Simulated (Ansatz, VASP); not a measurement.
NbSnTe4: VASP beside Ansatz

```
Nb Sn Te
1.0
     6.40712    0.00000    0.00000
    -3.20356    5.54873    0.00000
     0.00000    0.00000    4.94301
Nb Sn Te
1 1 4
Direct
  0.00000 0.00000 0.00000
  0.66667 0.33333 0.00000
  0.33333 0.66667 0.00000
  0.68447 0.84224 0.50000
  0.15776 0.84224 0.50000
  0.15776 0.31553 0.50000
```

Change from the starting cell: species swapped into the TbAlNi4 type (P-6m2, No. 187).

Alike in both runs: functional PBE; k mesh 3 × 3 × 4; occupations gaussian, width 0.1 eV; no spin polarisation.

Ansatz relaxed the structure, and its values are those at the end. VASP's run is a single point on that final structure, the one shown.

|  | VASP | Ansatz |
| --- | --- | --- |
| version | VASP 6.6.1 | Ansatz 0.2.0 |
| potentials or method | VASP PAW PBE potentials, release 64 (Nb_sv, Sn_d, Te), cutoff 520 eV | scalar-relativistic, plane waves, PAW |
| valence electrons in the cell | 51 | 91 |

```tsv
	VASP	Ansatz	Ansatz less VASP
gap on the k mesh at the Fermi level (eV)	none	none	-
pressure (GPa)	-0.2	-0.2	+0.06
rms of the force components (eV/Å)	0.001	0.005	+0.0031
```

A gap of «none» marks a metal or a gap that the smearing closes. VASP's potentials hold 51 valence electrons a cell and Ansatz's 91, so a difference there can come from the potentials and not from the codes.

The k mesh is coarse, so the values compare programs but aren't converged. Neither program's run includes spin-orbit coupling.
